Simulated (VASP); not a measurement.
Au, 1 atom in the cell. Symmetry: Fm-3m, No. 225, cubic system. Conventional cell: a = 4.056 Å, b = 4.056 Å, c = 4.056 Å, α = 90.00°, β = 90.00°, γ = 90.00°. Au (site symmetry m-3m) has 12 Au at 2.87 Å within 3.8 Å. 

* Program: VASP 6.6.1
* Task: single point
* Functional: PBEsol
* Dispersion: D4
* Potentials or basis: VASP PAW PBE potentials, release 64 (Au)
* Cutoff: 520 eV
* k mesh: 11 × 11 × 11
* Occupations: fermi-dirac, width 0.05 eV
* Spin: no spin polarisation
* Dipole correction: no
* Further INCAR settings: ALGO = Normal; EDIFF = 1e-06; NBANDS = 12

Potentials or basis: VASP PAW PBE potentials, release 64 (Au).

Run with:

```bash
$ cat potpaw_PBE.64/Au/POTCAR > POTCAR
$ mpirun -np 1 vasp_std > vasp.out
```

Hardware: 1 thread of Intel(R) Xeon(R) 6975P-C (Granite Rapids), on a shared host.

Task: Estimate the wall time of this run.

Result: Wall time 5.3 s on 1 thread of Intel(R) Xeon(R) 6975P-C (Granite Rapids) (shared host), peak memory 0.14 GiB. Counts: scf iterations 11, k points 56.
